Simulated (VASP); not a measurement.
Runs of VASP 6.6.1 on SiGe3. The structure is that of space group P-4m2 (No. 115), or close to it. The cells are those of the table. 

| task | level | cell | k mesh | cutoff (eV) | smearing | gap on the mesh (eV) | pressure (GPa) | largest force (eV/Å) |
| --- | --- | --- | --- | --- | --- | --- | --- | --- |
| single point | r2SCAN | a = 3.970, b = 3.970, c = 5.594 Å, 4 atoms | 6 × 6 × 6 | 520 | gaussian 0.01 eV | 0.55 | 0.0 | 0.01 |
| relaxation of cell and atoms | PBE | relaxed from a = 3.846, b = 3.846, c = 5.439 Å, 4 atoms | 6 × 6 × 4 | 600 | fermi-dirac 0.02 eV | 0.18 | 0.0 | - |
| single point | PBE | a = 4.019, b = 4.019, c = 5.658 Å, 4 atoms | 6 × 6 × 4 | 520 | fermi-dirac 0.02 eV | 0.18 | 0.0 | - |
| single point | r2SCAN | a = 3.970, b = 3.970, c = 5.594 Å, 4 atoms | 6 × 6 × 4 | 520 | fermi-dirac 0.02 eV | 0.55 | 0.0 | 0.01 |
| single point | PBE | a = 3.970, b = 3.970, c = 5.594 Å, 4 atoms | 6 × 6 × 6 | 520 | fermi-dirac 0.02 eV | 0.29 | 2.6 | (a) |
| single point | PBE | a = 3.970, b = 3.970, c = 5.594 Å, 4 atoms | 4 × 4 × 4 | 520 | gaussian 0.01 eV | 0.29 | 2.6 | 0.09 |

Alike in all rows: potentials or basis VASP PAW PBE potentials, release 64 (Si, Ge_d); no spin polarisation.

Estimate the missing entries.

(a) 0.07.

Caveats: the PAW data sets were made with another functional, which shifts forces and pressure a little (some runs).

A k mesh can miss the band edges, and the runs leave out spin-orbit coupling on Ge.
